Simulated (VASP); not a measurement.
# WS2: single point with r2SCAN

WS2, a slab with vacuum:

```
W S
1.0
     3.18295    0.00000    0.00000
    -1.59148    2.75652    0.00000
     0.00000    0.00000   28.53222
W S
3 6
Direct
  0.66667 0.33333 0.65929
  0.33333 0.66667 0.88553
  0.33333 0.66667 0.43436
  0.66667 0.33333 0.94019
  0.66667 0.33333 0.48903
  0.33333 0.66667 0.71395
  0.66667 0.33333 0.83085
  0.66667 0.33333 0.37971
  0.33333 0.66667 0.60463
```

```yaml
Program: VASP 6.6.1
Task: single point
Functional: r2SCAN
Potentials_or_basis: VASP PAW PBE potentials, release 64 (W_sv, S)
Cutoff: 520 eV
k_mesh: 12 × 12 × 1
Occupations: gaussian, width 0.02 eV
Spin: no spin polarisation
Dipole_correction: no
Further_INCAR_settings: ALGO = Normal; EDIFF = 1e-07; NBANDS = 49
```

The largest force is 0.015 eV/Å. The band gap on the k mesh is 1.45 eV (least direct gap 1.88 eV).

Forces on the atoms (eV/Å):
```
W    0.000  0.000  0.004
W    0.000  0.000 -0.001
W    0.000  0.000 -0.009
S    0.000  0.000  0.002
S    0.000  0.000 -0.012
S    0.000  0.000 -0.004
S    0.000  0.000  0.015
S    0.000  0.000 -0.004
S    0.000  0.000  0.009
```

Levels at points of the mesh, in eV from the valence-band top:
| k point | band 36 | band 37 | band 38 | band 39 | band 40 | band 41 | band 42 | band 43 |
| --- | --- | --- | --- | --- | --- | --- | --- | --- |
| (0.00, 0.00, 0.00) | -2.07 | -0.71 | -0.31 | 0.00 | 2.60 | 2.60 | 2.61 | 2.61 |
| (0.50, 0.00, 0.00) | -1.86 | -1.49 | -1.44 | -1.41 | 2.53 | 2.54 | 2.55 | 2.94 |

Wall time 18 min on 1 thread of AMD EPYC 9R14 (Zen 4) (shared host), peak memory 0.45 GiB.

Caveat: there is no dipole correction, which matters where the two faces differ; the PAW data sets were made with another functional, which shifts forces and pressure a little; spin-orbit coupling is left out, which moves the levels of the heavy elements.
